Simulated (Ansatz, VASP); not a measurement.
One calculation of ZnO, two programs

The input INCAR:

```
PREC = Accurate
ENCUT = 520
EDIFF = 1E-8
ISMEAR = 0
SIGMA = 0.01
LREAL = F
LASPH = T
NELM = 120
ALGO = Normal
ISIF = 2
LWAVE = F
LCHARG = F
GGA = PS
LEFG = T
NBANDS = 166
GGA_COMPAT = F
```

Contents of KPOINTS:

```
Automatic mesh
0
Gamma
  4 4 3
```

The input POSCAR:

```
ZnO
1.0
    6.4986160000      0.0000000000      0.0000000000
   -3.2493080000      5.6279665454      0.0000000000
    0.0000000000      0.0000000000     10.4114180000
Zn O
16 16
Direct
    0.1666666666      0.3333333334      0.2500000000
    0.1666666666      0.3333333334      0.7500000000
    0.1666666666      0.8333333334      0.2500000000
    0.1666666666      0.8333333334      0.7500000000
    0.6666666666      0.3333333334      0.2500000000
    0.6666666666      0.3333333334      0.7500000000
    0.6666666666      0.8333333334      0.2500000000
    0.6666666666      0.8333333334      0.7500000000
    0.3333333334      0.1666666666      0.0000000000
    0.3333333334      0.1666666666      0.5000000000
    0.3333333334      0.6666666666      0.0000000000
    0.3333333334      0.6666666666      0.5000000000
    0.8333333334      0.1666666666      0.0000000000
    0.8333333334      0.1666666666      0.5000000000
    0.8333333334      0.6666666666      0.0000000000
    0.8333333334      0.6666666666      0.5000000000
    0.3333333334      0.1666666666      0.1895050000
    0.3333333334      0.1666666666      0.6895050000
    0.3333333334      0.6666666666      0.1895050000
    0.3333333334      0.6666666666      0.6895050000
    0.8333333334      0.1666666666      0.1895050000
    0.8333333334      0.1666666666      0.6895050000
    0.8333333334      0.6666666666      0.1895050000
    0.8333333334      0.6666666666      0.6895050000
    0.1666666666      0.3333333334      0.4395050000
    0.1666666666      0.3333333334      0.9395050000
    0.1666666666      0.8333333334      0.4395050000
    0.1666666666      0.8333333334      0.9395050000
    0.6666666666      0.3333333334      0.4395050000
    0.6666666666      0.3333333334      0.9395050000
    0.6666666666      0.8333333334      0.4395050000
    0.6666666666      0.8333333334      0.9395050000
```

Input for Ansatz:

```yaml
crystal:
  lattice:
    - [6.498616, 0.0, 0.0]
    - [-3.249308, 5.6279665454, 0.0]
    - [0.0, 0.0, 10.411418]
  atoms:
    - { symbol: Zn, position: [0.1666666666, 0.3333333334, 0.25] }
    - { symbol: Zn, position: [0.1666666666, 0.3333333334, 0.75] }
    - { symbol: Zn, position: [0.1666666666, 0.8333333334, 0.25] }
    - { symbol: Zn, position: [0.1666666666, 0.8333333334, 0.75] }
    - { symbol: Zn, position: [0.6666666666, 0.3333333334, 0.25] }
    - { symbol: Zn, position: [0.6666666666, 0.3333333334, 0.75] }
    - { symbol: Zn, position: [0.6666666666, 0.8333333334, 0.25] }
    - { symbol: Zn, position: [0.6666666666, 0.8333333334, 0.75] }
    - { symbol: Zn, position: [0.3333333334, 0.1666666666, 0.0] }
    - { symbol: Zn, position: [0.3333333334, 0.1666666666, 0.5] }
    - { symbol: Zn, position: [0.3333333334, 0.6666666666, 0.0] }
    - { symbol: Zn, position: [0.3333333334, 0.6666666666, 0.5] }
    - { symbol: Zn, position: [0.8333333334, 0.1666666666, 0.0] }
    - { symbol: Zn, position: [0.8333333334, 0.1666666666, 0.5] }
    - { symbol: Zn, position: [0.8333333334, 0.6666666666, 0.0] }
    - { symbol: Zn, position: [0.8333333334, 0.6666666666, 0.5] }
    - { symbol: O, position: [0.3333333334, 0.1666666666, 0.189505] }
    - { symbol: O, position: [0.3333333334, 0.1666666666, 0.689505] }
    - { symbol: O, position: [0.3333333334, 0.6666666666, 0.189505] }
    - { symbol: O, position: [0.3333333334, 0.6666666666, 0.689505] }
    - { symbol: O, position: [0.8333333334, 0.1666666666, 0.189505] }
    - { symbol: O, position: [0.8333333334, 0.1666666666, 0.689505] }
    - { symbol: O, position: [0.8333333334, 0.6666666666, 0.189505] }
    - { symbol: O, position: [0.8333333334, 0.6666666666, 0.689505] }
    - { symbol: O, position: [0.1666666666, 0.3333333334, 0.439505] }
    - { symbol: O, position: [0.1666666666, 0.3333333334, 0.939505] }
    - { symbol: O, position: [0.1666666666, 0.8333333334, 0.439505] }
    - { symbol: O, position: [0.1666666666, 0.8333333334, 0.939505] }
    - { symbol: O, position: [0.6666666666, 0.3333333334, 0.439505] }
    - { symbol: O, position: [0.6666666666, 0.3333333334, 0.939505] }
    - { symbol: O, position: [0.6666666666, 0.8333333334, 0.439505] }
    - { symbol: O, position: [0.6666666666, 0.8333333334, 0.939505] }
kpoints:
  mp_grid: { grid: [4, 4, 3] }
scf:
  occupations: { method: fixed }
hamiltonian:
  xc: pbesol
  pseudopotentials: { kind: paw, azcp: { folder: soft_1 } }
output:
  forces: true
  efg:
    quadrupole_moments_barn: { Zn: 0.122, O: -0.02558 }
    contact_densities: true
  core_levels:
    shells: { Zn: "2p", O: "1s" }
    counted_from: valence_top
    eps_inf: [5.112, 5.112, 5.247]
```

Alike in both runs: task electric field gradients; functional PBEsol; k mesh 4 × 4 × 3; no spin polarisation.

|  | VASP | Ansatz |
| --- | --- | --- |
| version | VASP 6.6.1 | Ansatz 0.2.0 |
| potentials or method | VASP PAW PBE potentials, release 64 (Zn, O) | plane-wave PAW, scalar-relativistic |
| plane-wave cutoff (eV) | 520 | 420 |
| occupations | gaussian, width 0.01 eV | fixed |
| valence electrons in the cell | 288 | 288 |

|  | VASP | Ansatz | Ansatz less VASP |
| --- | --- | --- | --- |
| gap on the k mesh at the Fermi level (eV) | 0.69 | 0.70 | +0.012 |
| rms of the force components (eV/Å) | 0.038 | 0.036 | -0.0018 |
| size of Vzz on the site where it differs most (V/Å²) | 1.8 | 1.8 | -0.07 |

VASP's potentials were made for PBE, not for PBEsol, and Ansatz warns of the same on its side. Atom by atom the forces differ by 0.002 eV/Å (rms over components).
